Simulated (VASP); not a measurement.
## SiP5: single point with PBE

Crystal: SiP5.

```
Si P
1.0
     4.73775    0.00000    0.00000
    -2.36888    4.10302    0.00000
     0.00000    0.00000    4.75208
Si P
1 5
Direct
  0.00000 0.00000 0.50000
  0.50535 0.00000 0.00000
  0.66667 0.33333 0.50000
  0.49465 0.49465 0.00000
  0.33333 0.66667 0.50000
  0.00000 0.50535 0.00000
```

```json
{"Program": "VASP 6.6.1", "Task": "single point", "Functional": "PBE", "Potentials or basis": "VASP PAW PBE potentials, release 64 (Si, P)", "Cutoff": "500 eV", "k mesh": "3 × 3 × 3", "Occupations": "gaussian, width 0.2 eV", "Spin": "no spin polarisation"}
```

- Pressure: -0.5 GPa

Stress tensor (GPa, compression positive):
```
-0.84  0.00  0.00
 0.00 -0.84  0.00
 0.00  0.00  0.16
```

Levels at points of the mesh, in eV from the Fermi level:
| k point | band 12 | band 13 | band 14 | band 15 | band 16 | band 17 | band 18 | band 19 |
| --- | --- | --- | --- | --- | --- | --- | --- | --- |
| (0.00, 0.00, 0.00) | -3.40 | -2.63 | -2.06 | -2.06 | -1.36 | -1.36 | 1.35 | 2.82 |

It took 18 s on 1 thread of Intel Xeon 8259CL, with other jobs on the host, peak memory 0.19 GiB.

Caveat: the k points lie up to 0.51 Å⁻¹ apart.
